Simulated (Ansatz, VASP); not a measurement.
# Sc: VASP beside Ansatz

INCAR

```
SYSTEM = Sc
  PREC = Accurate
  ENCUT = 520
  EDIFF = 1E-6
  ISMEAR = 0
  SIGMA = 0.15
  LREAL = .FALSE.
  LASPH = .TRUE.
  NELM = 60
  ALGO = Normal
  ISIF = 2
  LWAVE = .FALSE.
  LCHARG = .FALSE.
  GGA = PS
  NBANDS = 12
```

Contents of KPOINTS:

```
Automatic mesh
0
G
  18 18 18
  0 0 0
```

File POSCAR:

```
Sc
1.0
    0.0000000000      2.2364425000      2.3045575000
    2.2364425000      0.0000000000      2.3045575000
    2.2364425000      2.2364425000      0.0000000000
Sc
1
Direct
    0.0000000000      0.0000000000      0.0000000000
```

Input for Ansatz:

```yaml
crystal:
  lattice:
    - [0.0, 2.2364425, 2.3045575]
    - [2.2364425, 0.0, 2.3045575]
    - [2.2364425, 2.2364425, 0.0]
  atoms:
    - { symbol: Sc, position: [0.0, 0.0, 0.0] }
basis:
  ecutwfc: 420
kpoints:
  mp_grid: { grid: [18, 18, 18] }
hamiltonian:
  xc: pbesol
scf:
  occupations: { method: gaussian, width: 0.15 }
output:
  forces: true
  stress: true
  eigenvalues: true
```

Change from the starting cell: strain -0.015 along x and y, +0.015 along z, atoms carried along.

Alike in both runs: task single point; functional PBEsol; k mesh 18 × 18 × 18; occupations gaussian, width 0.15 eV; no spin polarisation.

|  | VASP | Ansatz |
| --- | --- | --- |
| version | VASP 6.6.1 | Ansatz 0.2.0 |
| potentials or method | VASP PAW PBE potentials, release 64 (Sc_sv), cutoff 520 eV | scalar-relativistic, plane waves, PAW |
| valence electrons in the cell | 11 | 11 |

```csv
,VASP,Ansatz,Ansatz less VASP
gap on the k mesh at the Fermi level (eV),none,none,-
pressure (GPa),1.3,1.3,0.00
"traceless stress, the component that is largest in VASP (GPa)",-0.64,-0.64,+0.003
```

VASP's potentials were made for PBE, not for PBEsol. A gap of «none» marks a metal or a gap that the smearing closes.
